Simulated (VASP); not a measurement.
# ZrB2 in VASP: notebook

Runs on ZrB2. Level: LDA. Tasks: single point.

Everything below comes from runs of VASP 6.6.1. Logs are shortened: lines on timing, memory, paths and dates and some standing lists are left out, and cuts for length are marked.

### 1 The cell of the first run

It takes space group P6/mmm (No. 191, hexagonal). Conventional cell: a = 3.102 Å, b = 3.102 Å, c = 3.520 Å, α = 90.00°, β = 90.00°, γ = 120.00°. Within 3.3 Å of Zr (site symmetry 6/mmm) lie 12 B at 2.51 Å and 6 Zr at 3.10 Å. B (site symmetry -6m2) has 3 B at 1.79 Å within 2.4 Å.

### 2 Single point, LDA (equal xx and yy strain of -2 %)

The input, INCAR:

```
SYSTEM = ZrB2
PREC = Accurate
ENCUT = 520
EDIFF = 1E-7
ISMEAR = -1
SIGMA = 0.05
LREAL = .FALSE.
LASPH = .TRUE.
NELM = 80
ALGO = Normal
ISIF = 2
LWAVE = .FALSE.
LCHARG = .FALSE.
NBANDS = 16
```

The input, KPOINTS:

```
regular mesh
0
G
  12 12 9
  0 0 0
```

The input, POSCAR:

```
ZrB2
1.0
    3.1016998290      0.0000000000      0.0000000000
   -1.5508499145      2.6861508469      0.0000000000
    0.0000000000      0.0000000000      3.5200000000
Zr B
1 2
Direct
    0.0000000000      0.0000000000      0.0000000000
    0.3333333333      0.6666666667      0.5000000000
    0.6666666667      0.3333333333      0.5000000000
```

Potentials or basis: VASP PAW LDA potentials, release 64 (Zr_sv, B).

Run with:

```sh
cat potpaw_LDA.64/Zr_sv/POTCAR potpaw_LDA.64/B/POTCAR > POTCAR
mpirun -np 1 vasp_std > vasp.out
```

OUTCAR:

```text
SYSTEM = ZrB2
   PREC = Accurate
   ENCUT = 520
   EDIFF = 1E-7
   ISMEAR = -1
   LREAL = .FALSE.
   LASPH = .TRUE.
   NELM = 80
   ISIF = 2

 ion  position               nearest neighbor table
   1  0.000  0.000  0.000-   2 2.51   3 2.51   2 2.51   3 2.51   3 2.51   3 2.51   2 2.51   2 2.51
                             3 2.51   3 2.51   2 2.51   2 2.51
   2  0.333  0.667  0.500-   3 1.79   3 1.79   3 1.79   1 2.51   1 2.51   1 2.51   1 2.51   1 2.51
                             1 2.51
   3  0.667  0.333  0.500-   2 1.79   2 1.79   2 1.79   1 2.51   1 2.51   1 2.51   1 2.51   1 2.51
                             1 2.51

  LATTYP: Found a hexagonal cell.
 ALAT       =     3.1016998290
 C/A-ratio  =     1.1348615901

  Lattice vectors:

 A1 = (   3.1016998290,   0.0000000000,   0.0000000000)
 A2 = (  -1.5508499145,   2.6861508469,   0.0000000000)
 A3 = (   0.0000000000,   0.0000000000,   3.5200000000)

Analysis of symmetry for initial positions (statically):
=====================================================================
 Subroutine PRICEL returns:
 Original cell was already a primitive cell.

 Routine SETGRP: Setting up the symmetry group for a
 hexagonal supercell.

 Subroutine GETGRP returns: Found 24 space group operations
 (whereof 24 operations were pure point group operations)
 out of a pool of 24 trial point group operations.

The static configuration has the point symmetry D_6h.

Analysis of symmetry for dynamics (positions and initial velocities):
=====================================================================
 Subroutine PRICEL returns:
 Original cell was already a primitive cell.

 Routine SETGRP: Setting up the symmetry group for a
 hexagonal supercell.

 Subroutine GETGRP returns: Found 24 space group operations
 (whereof 24 operations were pure point group operations)
 out of a pool of 24 trial point group operations.

The dynamic configuration has the point symmetry D_6h.

 Subroutine INISYM returns: Found 24 space group operations
 (whereof 24 operations are pure point group operations),
 and found     1 'primitive' translations

----------------------------------------------------------------------------------------

                                     Primitive cell

  volume of cell :      29.3274

  direct lattice vectors                    reciprocal lattice vectors
     3.101699829  0.000000000  0.000000000     0.322403861  0.186139956  0.000000000
    -1.550849915  2.686150847  0.000000000     0.000000000  0.372279912  0.000000000
     0.000000000  0.000000000  3.520000000     0.000000000  0.000000000  0.284090909

  length of vectors
     3.101699829  3.101699829  3.520000000     0.372279912  0.372279912  0.284090909

  position of ions in fractional coordinates (direct lattice)
     0.000000000  0.000000000  0.000000000
     0.333333333  0.666666667  0.500000000
     0.666666667  0.333333333  0.500000000

  ion indices of the primitive-cell ions
   primitive index   ion index
                 1           1
                 2           2
                 3           3

----------------------------------------------------------------------------------------

 KPOINTS: regular mesh

Automatic generation of k-mesh.
 Grid dimensions read from file:
 generate k-points for:   12   12    9

 Generating k-lattice:

  Cartesian coordinates                     Fractional coordinates (reciprocal lattice)
     0.026866988  0.015511663  0.000000000     0.083333333 -0.000000000  0.000000000
     0.000000000  0.031023326  0.000000000     0.000000000  0.083333333  0.000000000
     0.000000000  0.000000000  0.031565657     0.000000000  0.000000000  0.111111111

  Length of vectors
     0.031023326  0.031023326  0.031565657

  Shift w.r.t. Gamma in fractional coordinates (k-lattice)
     0.000000000  0.000000000  0.000000000

 Subroutine IBZKPT returns following result:
 ===========================================

 Found     95 irreducible k-points:

 Following reciprocal coordinates:
            Coordinates               Weight
  0.000000  0.000000  0.000000      1.000000
  0.083333 -0.000000  0.000000      6.000000
  0.166667  0.000000  0.000000      6.000000
  0.250000 -0.000000  0.000000      6.000000
  0.333333 -0.000000  0.000000      6.000000
  0.416667 -0.000000  0.000000      6.000000
[... 16 lines left out ...]
  0.250000 -0.000000  0.111111     12.000000
  0.333333 -0.000000  0.111111     12.000000
 [... further k-points ...]
   k-points           NKPTS =     95   k-points in BZ     NKDIM =     95   number of bands    NBANDS=     16
   number of dos      NEDOS =    301   number of ions     NIONS =      3
   total plane-waves  NPLWV =  16128
   dimension x,y,z NGX =    24 NGY =   24 NGZ =   28
   dimension x,y,z NGXF=    48 NGYF=   48 NGZF=   56
   ions per type =               1   2
   NGX,Y,Z   is equivalent  to a cutoff of  12.86, 12.86, 13.22 a.u.
   NGXF,Y,Z  is equivalent  to a cutoff of  25.73, 25.73, 26.45 a.u.
 SYSTEM =  ZrB2
   PREC   = accura    normal or accurate (medium, high low for compatibility)
   ISTART =      0    job   : 0-new  1-cont  2-samecut
   ICHARG =      2    charge: 1-file 2-atom 10-const
   ISPIN  =      1    spin polarized calculation?
   LNONCOLLINEAR =      F non collinear calculations
   LSORBIT =      F    spin-orbit coupling
   LASPH  =      T    aspherical Exc in radial PAW
   ENCUT  =  520.0 eV  38.22 Ry    6.18 a.u.   5.77  5.77  6.54*2*pi/ulx,y,z
   NELM   =     80;   NELMIN=  2; NELMDL= -5     # of ELM steps
   EDIFF  = 0.1E-06   stopping-criterion for ELM
   LREAL  =      F    real-space projection
   EDIFFG = 0.1E-05   stopping-criterion for IOM
   NSW    =      0    number of steps for IOM
   IBRION =     -1    ionic relax: 0-MD 1-quasi-New 2-CG
   NFREE  =      0    steps in history (QN), initial steepest desc. (CG)
   ISIF   =      2    stress and relaxation
   ISYM   =      2    0-nonsym 1-usesym 2-fastsym
   POTIM  = 0.5000    time-step for ionic-motion
   TEBEG  =    0.0;   TEEND  =   0.0 temperature during run
   PSTRESS=    0.0 pullay stress
   NELECT =      18.0000    total number of electrons
   NUPDOWN=      -1.0000    fix difference up-down
   EMIN   =  10.00;   EMAX   =-10.00  energy-range for DOS
   EFERMI =   0.00;   METHOD = LEGACY
   ISMEAR =    -1;   SIGMA  =   0.05  broadening in eV -4-tet -1-fermi 0-gaus
   EFERMI_NEDOS =   21; number of points for ismear=-14 and -15
   IALGO  =     38    algorithm
   IMIX   =      4    mixing-type and parameters
     AMIX     =   0.40;   BMIX     =  1.00
     AMIX_MAG =   1.60;   BMIX_MAG =  1.00
  volume/ion in A,a.u.               =       9.78        65.97
  Fermi-wavevector in a.u.,A,eV,Ry     =   1.391259  2.629099 26.335467  1.935602
  Thomas-Fermi vector in A             =   2.515115
   LORBIT       =      0    0 simple, 1 ext, 2 COOP (PROOUT), +10 PAW based schemes
   GGA     = CA    functional components
   LHFCALC =     F    Hartree Fock is set to
   AEXX    =    0.0000 exact exchange contribution
   IVDW    =     0    specifies the selected vdW correction
   LEPSILON=     F    determine dielectric tensor
   LRPA    =     F    only Hartree local field effects (RPA)
 non-spin polarized calculation
  energy-cutoff  :      520.00
  volume of cell :       29.33
 maximum number of plane-waves:       802
 NGX is ok and might be reduce to    24
   NGX = 11   NGY = 11   NGZ = 13

 number of electron      18.0000000 magnetization

 Free energy of the ion-electron system (eV)
  ---------------------------------------------------
  ext. energy  EPLUGINS =         0.00000000
  ---------------------------------------------------
  free energy    TOTEN  =       -27.47351718 eV

  energy without entropy =      -27.47154597  energy(sigma->0) =      -27.47253157

 E-fermi :  11.0580     XC(G=0): -12.8050

 val. band max:       11.0501215422   @ k =   0.1667   0.1667   0.1111
 cond. band min:      11.1091584012   @ k =   0.1667   0.1667   0.2222
 fundamental gap:      0.0590368589
 Fermi energy:        11.0579710741

 k-point     1 :       0.0000    0.0000    0.0000
  band No.  band energies     occupation
      1     -37.2356      2.00000
      2     -15.6225      2.00000
      3     -14.9323      2.00000
      4     -14.9323      2.00000
      5      -1.8015      2.00000
      6       8.2450      2.00000
[... 8 lines left out ...]
     15      16.4744      0.00000
     16      16.5809      0.00000

 k-point     2 :       0.0833   -0.0000    0.0000
  band No.  band energies     occupation
      1     -37.2254      2.00000
      2     -15.6079      2.00000
      3     -15.0167      2.00000
      4     -14.9504      2.00000
      5      -1.6558      2.00000
      6       8.0066      2.00000
[... 8 lines left out ...]
     15      17.2022      0.00000
     16      17.3634      0.00000

 k-point     3 :       0.1667    0.0000    0.0000
  band No.  band energies     occupation
      1     -37.1973      2.00000
      2     -15.5677      2.00000
      3     -15.2415      2.00000
      4     -14.9995      2.00000
      5      -1.2383      2.00000
      6       7.0508      2.00000
[... 8 lines left out ...]
     15      18.0715      0.00000
     16      18.6539      0.00000

 k-point     4 :       0.2500   -0.0000    0.0000
  band No.  band energies     occupation
      1     -37.1587      2.00000
      2     -15.5361      2.00000
      3     -15.5123      2.00000
      4     -15.0658      2.00000
      5      -0.5949      2.00000
      6       5.8857      2.00000
[... 8 lines left out ...]
     15      18.4889      0.00000
     16      20.5654      0.00000
[... 324 lines left out ...]
 k-point    22 :       0.1667    0.0000    0.1111
  band No.  band energies     occupation
      1     -37.1948      2.00000
      2     -15.6153      2.00000
      3     -15.2364      2.00000
      4     -14.9959      2.00000
      5      -1.0701      2.00000
      6       6.9827      2.00000
[... 8 lines left out ...]
     15      18.3976      0.00000
     16      19.0276      0.00000

 k-point    23 :       0.2500   -0.0000    0.1111
  band No.  band energies     occupation
      1     -37.1562      2.00000
      2     -15.5624      2.00000
      3     -15.5245      2.00000
      4     -15.0617      2.00000
      5      -0.4590      2.00000
      6       5.7912      2.00000
[... 8 lines left out ...]
     15      18.6820      0.00000
     16      20.6649      0.00000

 k-point    24 :       0.3333   -0.0000    0.1111
  band No.  band energies     occupation
      1     -37.1173      2.00000
      2     -15.8113      2.00000
      3     -15.4977      2.00000
      4     -15.1265      2.00000
      5       0.3183      2.00000
      6       4.5562      2.00000
[... 8 lines left out ...]
     15      19.0730      0.00000
     16      22.1489      0.00000

 [... further k-points ...]

------------------------ aborting loop because EDIFF is reached ----------------------------------------

  FORCE on cell =-STRESS in cart. coord.  units (eV):
  Direction    XX          YY          ZZ          XY          YZ          ZX
  --------------------------------------------------------------------------------------
  -------------------------------------------------------------------------------------
  Total        1.1075506      1.1075506     -0.1743811      0.0000000     -0.0000000      0.0000000
  in kB       60.5064039     60.5064039     -9.5265807      0.0000000     -0.0000000      0.0000000
  external PRESSURE =      37.1620757 kB  Pullay stress =       0.0000000 kB

 VOLUME and BASIS-vectors are now :
 -----------------------------------------------------------------------------
  energy-cutoff  :      520.00
  volume of cell :       29.33
      direct lattice vectors                 reciprocal lattice vectors
     3.101699829  0.000000000  0.000000000     0.322403861  0.186139956  0.000000000
    -1.550849915  2.686150847  0.000000000     0.000000000  0.372279912  0.000000000
     0.000000000  0.000000000  3.520000000     0.000000000  0.000000000  0.284090909

 POSITION                                       TOTAL-FORCE (eV/Angst)
 -----------------------------------------------------------------------------------
      0.00000      0.00000      0.00000         0.000000     -0.000000     -0.000000
     -0.00000      1.79077      1.76000         0.000000      0.000000      0.000000
      1.55085      0.89538      1.76000        -0.000000      0.000000     -0.000000
 -----------------------------------------------------------------------------------
    total drift:                               -0.000000      0.000000     -0.000000

  FREE ENERGIE OF THE ION-ELECTRON SYSTEM (eV)
  ---------------------------------------------------
  free  energy   TOTEN  =       -27.4735171753 eV

  energy  without entropy=      -27.4715459739  energy(sigma->0) =      -27.47253157
```

Wall time 20 s (1 thread of Intel Xeon Platinum 8488C (Sapphire Rapids), shared host); peak memory 0.16 GiB.

Results:

- Free energy: -27.4735 eV
- Pressure: 3.7 GPa
- Band gap on the k mesh: zero (bands 9 and 10 overlap by 1.33 eV)

Caveat: the cell differs from its parent crystal (equal xx and yy strain of -2 %); the cell stands under pressure.

(Part 1 of 2 ends here.)
